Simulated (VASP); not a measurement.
Wanted: the native input for a VASP 6.6.1 run.

- Task: relaxation of cell and atoms
- Functional: PBE
- Potentials or basis: VASP PAW PBE potentials, release 64 (Mg, Cd, S)
- Cutoff: 600 eV
- k mesh: 6 × 6 × 2
- Occupations: gaussian, width 0.1 eV
- Spin: no spin polarisation
- Dipole correction: no
- Further INCAR settings: ALGO = Normal; EDIFF = 1e-07; IBRION = 2; EDIFFG = -0.04; NSW = 90; ISIF = 3

The structure of MgCd2S3 lies in POSCAR:

```
MgCd2S3
1.0
    4.7692145100      0.0000000000      0.0000000000
   -2.3846072600      4.1302609200      0.0000000000
    0.0000000000      0.0000000000      7.6854040800
Mg Cd S
1 2 3
Direct
    0.0000000000      0.0000000000      0.0000000000
    0.3333333300      0.6666666700      0.2586412700
    0.6666666700      0.3333333300      0.7413587300
    0.0000000000      0.0000000000      0.5000000000
    0.6666666700      0.3333333300      0.3570564700
    0.3333333300      0.6666666700      0.6429435300
```

The cell was generated, and may not be a known phase.

The input as run:

INCAR

```
SYSTEM = MgCd2S3
ALGO     = Normal         ! electronic algorithm
EDIFF    = 1E-7           ! SCF threshold, eV
EDIFFG   = -0.04          ! ionic threshold
ENCUT    = 600            ! plane-wave cutoff, eV
GGA      = PE             ! functional
IBRION   = 2              ! ionic algorithm
ISIF     = 3              ! what is computed and relaxed
ISMEAR   = 0              ! smearing method
LASPH    = .True.         ! aspherical terms in the spheres
LCHARG   = .False.        ! write CHGCAR
LREAL    = .False.        ! projectors in reciprocal space
LWAVE    = .False.        ! write WAVECAR
NELM     = 80             ! most SCF steps
NSW      = 90             ! ionic steps
PREC     = Accurate       ! precision mode
SIGMA    = 0.1            ! smearing width, eV
```

KPOINTS

```
k-points
0
Gamma
  6 6 2
  0 0 0
```

Potentials or basis: VASP PAW PBE potentials, release 64 (Mg, Cd, S).

Run with:

```bash
$ cat potpaw_PBE.64/Mg/POTCAR potpaw_PBE.64/Cd/POTCAR potpaw_PBE.64/S/POTCAR > POTCAR
$ mpirun -np 1 vasp_std > vasp.out
```

It gave:

```yaml
Relaxed_volume: 19.88 Å³/atom
Relaxed_cell: a = 3.830 Å, b = 3.830 Å, c = 9.388 Å, α = 90.00°, β = 90.00°, γ = 120.00°
Space_group_after_relaxing_to_0.1_Å: P-3m1 (No. 164)
Pressure_after_relaxing: 0.0 GPa
Largest_force_after_relaxing: 0.025 eV/Å
Band_gap_on_the_k_mesh: 0.90 eV (least direct gap 1.44 eV)
```

Caveat: the volume moved by over 15 % at a fixed basis, so the end points are rough.

Wall time 17 min on 1 thread of AMD EPYC 9R45 96-Core Processor (Zen 5) (shared host), peak memory 0.35 GiB.
